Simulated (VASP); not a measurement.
# WS2 (R3m) in VASP: a series of runs

Aim: see how the results for WS2 move with the level of theory and the settings. Levels: r2SCAN+rVV10, LDA. Tasks: single point.

Everything below comes from runs of VASP 6.6.1. Logs are shortened: lines on timing, memory, paths and dates and some standing lists are left out, and cuts for length are marked.

## (1) The cell of the first run

The structure is trigonal, space group R3m (No. 160). Conventional cell: a = 3.158 Å, b = 3.158 Å, c = 18.305 Å, α = 90.00°, β = 90.00°, γ = 120.00°. W (site symmetry 3m) has 6 S at 2.40 to 2.41 Å and 6 W at 3.16 Å within 3.2 Å. S (site symmetry 3m) has 3 W at 2.40 Å and 7 S at 3.15 to 3.16 Å within 3.2 Å. S (site symmetry 3m) has 3 W at 2.41 Å and 7 S at 3.15 to 3.16 Å within 3.2 Å.

## (2) Single point, r2SCAN+rVV10 (last atom moved by 0.05 Å along z, cell strained by -1.0% along z)

Contents of INCAR:

```
SYSTEM = WS2
  ALGO = Normal
  BPARAM = 11.95
  CPARAM = 0.0093
  EDIFF = 1E-6
  EFERMI = MIDGAP
  ENCUT = 340
  GGA_COMPAT = .FALSE.
  ISIF = 2
  ISMEAR = 0
  IVDW_NL = 2
  KPAR = 4
  LASPH = .TRUE.
  LCHARG = .FALSE.
  LMIXTAU = .TRUE.
  LREAL = .FALSE.
  LUSE_VDW = .TRUE.
  LWAVE = .FALSE.
  METAGGA = R2SCAN
  NBANDS = 24
  NELM = 120
  PREC = Accurate
  SIGMA = 0.03
```

Contents of KPOINTS:

```
Automatic mesh
0
Gamma
  8 8 8
  0 0 0
```

Contents of POSCAR:

```
WS2
1.0
    1.5790000000      0.9116360751      6.1017000000
   -1.5790000000      0.9116360751      6.1017000000
    0.0000000000     -1.8232721501      6.1017000000
W S
1 2
Direct
    0.0000000000      0.0000000000      0.0000000000
    0.5810000000      0.5810000000      0.5810000000
    0.7530041600      0.7530041600      0.7530041600
```

Potentials or basis: VASP PAW PBE potentials, release 64 (W_sv, S).

Launch:

```bash
$ cat potpaw_PBE.64/W_sv/POTCAR potpaw_PBE.64/S/POTCAR > POTCAR
$ mpirun -np 4 vasp_std > vasp.out
```

OUTCAR:

```text
SYSTEM = WS2
   BPARAM = 11.95
   EDIFF = 1E-6
   EFERMI = MIDGAP
   ENCUT = 340
   ISIF = 2
   ISMEAR = 0
   IVDW_NL = 2
   LASPH = .TRUE.
   LREAL = .FALSE.
   METAGGA = R2SCAN
   NELM = 120
   PREC = Accurate

 Found     65 irreducible k-points:

 Following reciprocal coordinates:
            Coordinates               Weight
  0.000000  0.000000  0.000000      1.000000
  0.125000  0.000000  0.000000      6.000000
  0.250000  0.000000  0.000000      6.000000
  0.375000  0.000000  0.000000      6.000000
  0.500000  0.000000  0.000000      3.000000
  0.125000  0.125000  0.000000      6.000000
   k-points           NKPTS =     65   k-points in BZ     NKDIM =     65   number of bands    NBANDS=     24
   number of dos      NEDOS =    301   number of ions     NIONS =      3
   total plane-waves  NPLWV =  64000
   dimension x,y,z NGX =    40 NGY =   40 NGZ =   40
   dimension x,y,z NGXF=    80 NGYF=   80 NGZF=   80
   ions per type =               1   2
   NGX,Y,Z   is equivalent  to a cutoff of  10.44, 10.44, 10.44 a.u.
   NGXF,Y,Z  is equivalent  to a cutoff of  20.88, 20.88, 20.88 a.u.
 SYSTEM =  WS2
   PREC   = accura    normal or accurate (medium, high low for compatibility)
   ISTART =      0    job   : 0-new  1-cont  2-samecut
   ICHARG =      2    charge: 1-file 2-atom 10-const
   ISPIN  =      1    spin polarized calculation?
   LNONCOLLINEAR =      F non collinear calculations
   LSORBIT =      F    spin-orbit coupling
   LASPH  =      T    aspherical Exc in radial PAW
   ENCUT  =  340.0 eV  24.99 Ry    5.00 a.u.   9.57  9.57  9.57*2*pi/ulx,y,z
   NELM   =    120;   NELMIN=  2; NELMDL= -5     # of ELM steps
   EDIFF  = 0.1E-05   stopping-criterion for ELM
   LREAL  =      F    real-space projection
   EDIFFG = 0.1E-04   stopping-criterion for IOM
   NSW    =      0    number of steps for IOM
   IBRION =     -1    ionic relax: 0-MD 1-quasi-New 2-CG
   NFREE  =      0    steps in history (QN), initial steepest desc. (CG)
   ISIF   =      2    stress and relaxation
   ISYM   =      2    0-nonsym 1-usesym 2-fastsym
   POTIM  = 0.5000    time-step for ionic-motion
   TEBEG  =    0.0;   TEEND  =   0.0 temperature during run

   SCALEE = 1.0000    scale energy and forces
   PSTRESS=    0.0 pullay stress
   NELECT =      26.0000    total number of electrons
   NUPDOWN=      -1.0000    fix difference up-down
   EMIN   =  10.00;   EMAX   =-10.00  energy-range for DOS
   EFERMI =   0.00;   METHOD = MIDGAP
   ISMEAR =     0;   SIGMA  =   0.03  broadening in eV -4-tet -1-fermi 0-gaus
   EFERMI_NEDOS =   21; number of points for ismear=-14 and -15
   IALGO  =     38    algorithm
   IMIX   =      4    mixing-type and parameters
     AMIX     =   0.40;   BMIX     =  1.00
     AMIX_MAG =   1.60;   BMIX_MAG =  1.00
  volume/ion in A,a.u.               =      17.57       118.54
  Fermi-wavevector in a.u.,A,eV,Ry     =   1.293592  2.444535 22.767726  1.673381
  Thomas-Fermi vector in A             =   2.425228
   LORBIT       =      0    0 simple, 1 ext, 2 COOP (PROOUT), +10 PAW based schemes
   METAGGA = R2SCAN    functional components
   LHFCALC =     F    Hartree Fock is set to
   AEXX    =    0.0000 exact exchange contribution
   IVDW_NL    =     2    kernel type
   BPARAM     =11.9500
   IVDW    =     0    specifies the selected vdW correction
   LEPSILON=     F    determine dielectric tensor
   LRPA    =     F    only Hartree local field effects (RPA)

   CSHIFT  =0.1000    complex shift for real part using Kramers Kronig

   OMEGAMAX=  -1.0    maximum frequency
 non-spin polarized calculation
 Gauss-broadening in eV      SIGMA  =   0.03
  energy-cutoff  :      340.00
  volume of cell :       52.70
 maximum number of plane-waves:       763
 NGX is ok and might be reduce to    40
   NGX = 19   NGY = 19   NGZ = 19

 number of electron      25.9999998 magnetization

 Free energy of the ion-electron system (eV)
  ---------------------------------------------------
  ext. energy  EPLUGINS =         0.00000000
  ---------------------------------------------------
  free energy    TOTEN  =       -69.57775050 eV

  energy without entropy =      -69.57775050  energy(sigma->0) =      -69.57775050

 E-fermi :   8.1311     XC(G=0): -11.8036

 val. band max:        7.5219043875   @ k =   0.5000   0.5000   0.5000
 cond. band min:       8.7402415139   @ k =  -0.2500   0.1250  -0.0000
 fundamental gap:      1.2183371264
 Fermi energy:         8.1310729507

 k-point     1 :       0.0000    0.0000    0.0000
  band No.  band energies     occupation
      1     -69.1218      2.00000
      2     -32.7306      2.00000
      3     -32.5435      2.00000
      4     -32.5435      2.00000
      5      -8.9039      2.00000
      6      -6.8119      2.00000
[... 16 lines left out ...]
     23      20.0299      0.00000
     24      20.0299      0.00000

 k-point     2 :       0.1250    0.0000    0.0000
  band No.  band energies     occupation
      1     -69.1186      2.00000
      2     -32.7200      2.00000
      3     -32.6012      2.00000
      4     -32.5569      2.00000
      5      -8.6285      2.00000
      6      -6.7343      2.00000
[... 16 lines left out ...]
     23      18.7894      0.00000
     24      19.9272      0.00000

 k-point     3 :       0.2500    0.0000    0.0000
  band No.  band energies     occupation
      1     -69.1109      2.00000
      2     -32.7384      2.00000
      3     -32.6942      2.00000
      4     -32.5890      2.00000
      5      -7.8933      2.00000
      6      -6.5280      2.00000
[... 16 lines left out ...]
     23      20.0952      0.00000
     24      20.5466      0.00000

 k-point     4 :       0.3750    0.0000    0.0000
  band No.  band energies     occupation
      1     -69.1034      2.00000
      2     -32.8726      2.00000
      3     -32.6683      2.00000
      4     -32.6208      2.00000
      5      -6.9986      2.00000
      6      -6.2905      2.00000
[... 16 lines left out ...]
     23      19.7898      0.00000
     24      21.2813      0.00000

 k-point     5 :       0.5000    0.0000    0.0000
  band No.  band energies     occupation
      1     -69.1003      2.00000
      2     -32.9273      2.00000
      3     -32.6575      2.00000
      4     -32.6340      2.00000
      5      -6.5404      2.00000
      6      -6.1865      2.00000
[... 16 lines left out ...]
     23      19.5007      0.00000
     24      22.2218      0.00000

 k-point     6 :       0.1250    0.1250    0.0000
  band No.  band energies     occupation
      1     -69.1186      2.00000
      2     -32.7200      2.00000
      3     -32.6012      2.00000
      4     -32.5569      2.00000
      5      -8.6174      2.00000
      6      -6.7566      2.00000
[... 16 lines left out ...]
     23      18.8644      0.00000
     24      20.2035      0.00000

 [... further k-points ...]

------------------------ aborting loop because EDIFF is reached ----------------------------------------

  FORCE on cell =-STRESS in cart. coord.  units (eV):
  Direction    XX          YY          ZZ          XY          YZ          ZX
  --------------------------------------------------------------------------------------
  -------------------------------------------------------------------------------------
  Total        0.4578350      0.4578350     -0.1529453      0.0000000     -0.0000000      0.0000000
  in kB       13.9191868     13.9191868     -4.6498705      0.0000000     -0.0000000      0.0000000
  external PRESSURE =       7.7295011 kB  Pullay stress =       0.0000000 kB

 VOLUME and BASIS-vectors are now :
 -----------------------------------------------------------------------------
  energy-cutoff  :      340.00
  volume of cell :       52.70
      direct lattice vectors                 reciprocal lattice vectors
     1.579000000  0.911636075  6.101700000     0.316656111  0.182821491  0.054629584
    -1.579000000  0.911636075  6.101700000    -0.316656111  0.182821491  0.054629584
     0.000000000 -1.823272150  6.101700000     0.000000000 -0.365642982  0.054629584

 POSITION                                       TOTAL-FORCE (eV/Angst)
 -----------------------------------------------------------------------------------
      0.00000      0.00000      0.00000         0.000000      0.000000      0.224154
      0.00000      0.00000     10.63526         0.000000      0.000000      0.082163
      0.00000      0.00000     13.78382         0.000000     -0.000000     -0.306317
 -----------------------------------------------------------------------------------
    total drift:                               -0.000000      0.000000      0.000097

  FREE ENERGIE OF THE ION-ELECTRON SYSTEM (eV)
  ---------------------------------------------------
  free  energy   TOTEN  =       -69.5777505030 eV

  energy  without entropy=      -69.5777505030  energy(sigma->0) =      -69.57775050
```

Wall time 9.9 min (4 MPI ranks of AMD EPYC, shared host); peak memory 0.47 GiB.

What came out:

| Property | Result |
| --- | --- |
| Free energy | -69.5778 eV |
| Pressure | 0.8 GPa |
| Largest force | 0.306 eV/Å |
| Band gap on the k mesh | 1.22 eV (least direct gap 2.37 eV) |

Forces in eV/Å, atoms in the order of the input:
```
W    0.000  0.000  0.224
S    0.000  0.000  0.082
S    0.000  0.000 -0.306
```

Stress tensor (GPa, compression positive):
```
 1.39  0.00  0.00
 0.00  1.39  0.00
 0.00  0.00 -0.46
```

Levels at points of the mesh, in eV from the valence-band top:
```tsv
k point	band 9	band 10	band 11	band 12	band 13	band 14	band 15	band 16	band 17	band 18
(0.00, 0.00, 0.00)	-3.68	-2.43	-2.43	-1.61	-1.34	2.34	2.34	2.59	2.59	5.21
(0.50, 0.00, 0.00)	-5.58	-4.37	-2.78	-1.96	-1.85	2.43	2.67	3.90	3.96	4.79
(0.50, 0.50, 0.00)	-5.22	-4.26	-3.44	-2.20	-1.67	2.38	2.87	3.41	4.55	5.33
(0.50, 0.50, 0.50)	-3.71	-3.71	-2.38	-2.38	0.00	2.37	2.37	2.50	2.50	5.41
```

Caveat: the cell differs from its parent crystal (last atom moved by 0.05 Å along z, cell strained by -1.0% along z); the PAW data sets were made with another functional, which shifts forces and pressure a little; spin-orbit coupling is left out, which moves the levels of the heavy elements. A k mesh can miss the band edges.

## (3) Single point, LDA

This run uses another cell than the first one, of 16.68 Å³/atom.

Contents of INCAR:

```
ALGO = Normal
EDIFF = 1E-6
ENCUT = 520
ISIF = 2
ISMEAR = -1
LASPH = T
LCHARG = F
LREAL = F
LWAVE = F
NBANDS = 20
NELM = 60
PREC = Accurate
SIGMA = 0.05
```

Contents of KPOINTS:

```
k-points
0
Gamma
  10 10 10
```

Contents of POSCAR:

```
WS2
1.0
    1.5467664657      0.8930260354      6.0375157167
   -1.5467664657      0.8930260354      6.0375157167
    0.0000000000     -1.7860520706      6.0375157167
W S
1 2
Direct
    0.0000000000      0.0000000000      0.0000000000
    0.5810000000      0.5810000000      0.5810000000
    0.7503000000      0.7503000000      0.7503000000
```

Potentials or basis: VASP PAW LDA potentials, release 64 (W_sv, S).

Launch:

```bash
$ cat potpaw_LDA.64/W_sv/POTCAR potpaw_LDA.64/S/POTCAR > POTCAR
$ mpirun -np 1 vasp_std > vasp.out
```

It took 8.6 min on 1 thread of Intel Xeon 8259CL, shared host; peak memory 0.32 GiB.

It converged, with:

```yaml
Free_energy: -26.1964 eV
Pressure: 8.3 GPa
Largest_force: 1.292 eV/Å
Band_gap_on_the_k_mesh: 0.92 eV (least direct gap 2.37 eV)
```

Forces in eV/Å, atoms in the order of the input:
```
W    0.000  0.000 -0.678
S    0.000  0.000 -0.614
S    0.000  0.000  1.292
```

Stress tensor (GPa, compression positive):
```
7.79 0.00 0.00
0.00 7.79 0.00
0.00 0.00 9.31
```

Levels at points of the mesh, in eV from the valence-band top:
```
           k point  band 9  band 10  band 11  band 12  band 13  band 14  band 15  band 16  band 17  band 18
(0.00, 0.00, 0.00)   -3.86    -2.49    -2.49    -1.67    -1.43     2.24     2.24     2.71     2.71     4.91
(0.50, 0.00, 0.00)   -5.68    -4.49    -2.70    -1.91    -1.87     2.40     2.64     3.67     4.04     4.42
(0.50, 0.50, 0.00)   -5.36    -4.40    -3.40    -2.09    -1.68     2.34     2.77     3.26     4.65     5.03
(0.50, 0.50, 0.50)   -3.88    -3.88    -2.45    -2.45     0.00     2.37     2.37     2.52     2.52     5.02
```

Caveat: the cell stands under pressure; spin-orbit coupling is left out, which moves the levels of the heavy elements; forces of over 1 eV/Å act on the atoms, so gaps and moduli don't describe the material at rest.
